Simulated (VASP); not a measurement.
Here is a VASP 6.6.1 calculation.

The input INCAR:

```
PREC = Accurate
ENCUT = 520
EDIFF = 1E-7
ISMEAR = 0
SIGMA = 0.05
LREAL = False
LASPH = True
NELM = 60
ALGO = Normal
ISIF = 2
LWAVE = False
LCHARG = False
GGA = CA
NBANDS = 35
```

The input KPOINTS:

```
Automatic mesh
0
Gamma
  12 12 4
```

File POSCAR:

```
WS2
1.0
    3.1265905160      0.0000000000      0.0000000000
   -1.5632952580      2.7077068141      0.0000000000
    0.0000000000      0.0000000000     12.1520250223
W S
2 4
Direct
    0.3333333333      0.6666666667      0.2500000000
    0.6666666667      0.3333333333      0.7500000000
    0.3333333333      0.6666666667      0.6145775701
    0.6666666667      0.3333333333      0.1145775701
    0.3333333333      0.6666666667      0.8854224299
    0.6666666667      0.3333333333      0.3854224299
```

Potentials or basis: VASP PAW LDA potentials, release 64 (W_sv, S).

Command:

```bash
$ cat potpaw_LDA.64/W_sv/POTCAR potpaw_LDA.64/S/POTCAR > POTCAR
$ mpirun -np 1 vasp_std > vasp.out
```

(1) What does it give for the pressure?

(2) Estimate the band gap on the k mesh.

(3) What does it give for the largest force?

## Answers

(1) -8.2 GPa.

(2) 0.76 eV (least direct gap 1.89 eV).

(3) 1.546 eV/Å.

Caveat: the cell differs from its parent crystal (atoms shifted along a free coordinate); the stress differs along the axes, from -15 to -5 GPa; spin-orbit coupling is left out, which moves the levels of the heavy elements; forces of over 1 eV/Å act on the atoms, so gaps and moduli don't describe the material at rest.
